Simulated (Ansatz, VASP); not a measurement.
**H8C3: VASP beside Ansatz**

The input INCAR:

```
PREC = Accurate
ENCUT = 520
EDIFF = 1E-6
ISMEAR = 0
SIGMA = 0.005
LREAL = False
LASPH = True
NELM = 80
ALGO = Normal
ISIF = 2
LWAVE = False
LCHARG = False
GGA = PE
IVDW = 12
IBRION = 2
NSW = 100
EDIFFG = -0.01
ISYM = 0
```

File KPOINTS:

```
Automatic mesh
0
Gamma
  1 1 1
```

File POSCAR:

```
H8C3
1.0
   14.9902669162      0.0000000000      0.0000000000
    0.0000000000     14.5000000000      0.0000000000
    0.0000000000      0.0000000000     15.0000000000
C H
3 8
Direct
    0.5681636141      0.5396571019      0.4722443705
    0.5024294152      0.4603687541      0.4864220394
    0.4123254316      0.4932637244      0.5166895960
    0.6330952590      0.5141136526      0.4505955211
    0.5411157995      0.5856390828      0.4198670921
    0.5747054530      0.5804639985      0.5343192743
    0.5307303476      0.4143609172      0.5398521829
    0.4975330209      0.4198744943      0.4257235310
    0.3669047410      0.4333772651      0.5270172123
    0.4153632364      0.5330587140      0.5801329079
    0.3814177972      0.5382911047      0.4635279001
```

Input for Ansatz:

```yaml
crystal:
  lattice:
    - [14.9902669162, 0.0, 0.0]
    - [0.0, 14.5, 0.0]
    - [0.0, 0.0, 15.0]
  atoms:
    - { symbol: C, position: [0.5681636141, 0.5396571019, 0.4722443705] }
    - { symbol: C, position: [0.5024294152, 0.4603687541, 0.4864220394] }
    - { symbol: C, position: [0.4123254316, 0.4932637244, 0.516689596] }
    - { symbol: H, position: [0.633095259, 0.5141136526, 0.4505955211] }
    - { symbol: H, position: [0.5411157995, 0.5856390828, 0.4198670921] }
    - { symbol: H, position: [0.574705453, 0.5804639985, 0.5343192743] }
    - { symbol: H, position: [0.5307303476, 0.4143609172, 0.5398521829] }
    - { symbol: H, position: [0.4975330209, 0.4198744943, 0.425723531] }
    - { symbol: H, position: [0.366904741, 0.4333772651, 0.5270172123] }
    - { symbol: H, position: [0.4153632364, 0.533058714, 0.5801329079] }
    - { symbol: H, position: [0.3814177972, 0.5382911047, 0.4635279001] }
  symmetry: { detect: false }
basis:
  ecutwfc: 420
kpoints:
  mp_grid: { grid: [1, 1, 1] }
hamiltonian:
  xc: pbe
  dispersion: d3bj
scf:
  occupations: { method: gaussian, width: 0.005 }
output:
  forces: true
  eigenvalues: true
relax:
  adjacent_minimum: "off"
  f_tol: 0.01
  max_steps: 120
```

Alike in both runs: task relaxation of the atoms; functional PBE; dispersion D3(BJ); k mesh 1 × 1 × 1; occupations gaussian, width 0.005 eV; no spin polarisation.

|  | VASP | Ansatz |
| --- | --- | --- |
| version | VASP 6.6.1 | Ansatz 0.2.0 |
| potentials or method | VASP PAW PBE potentials, release 64 (C, H), cutoff 520 eV | scalar-relativistic, plane waves, PAW |
| valence electrons in the cell | 20 | 20 |

|  | VASP | Ansatz | Ansatz less VASP |
| --- | --- | --- | --- |
| gap on the k mesh at the Fermi level, each at its own relaxed structure (eV) | 7.17 | 7.16 | -0.004 |
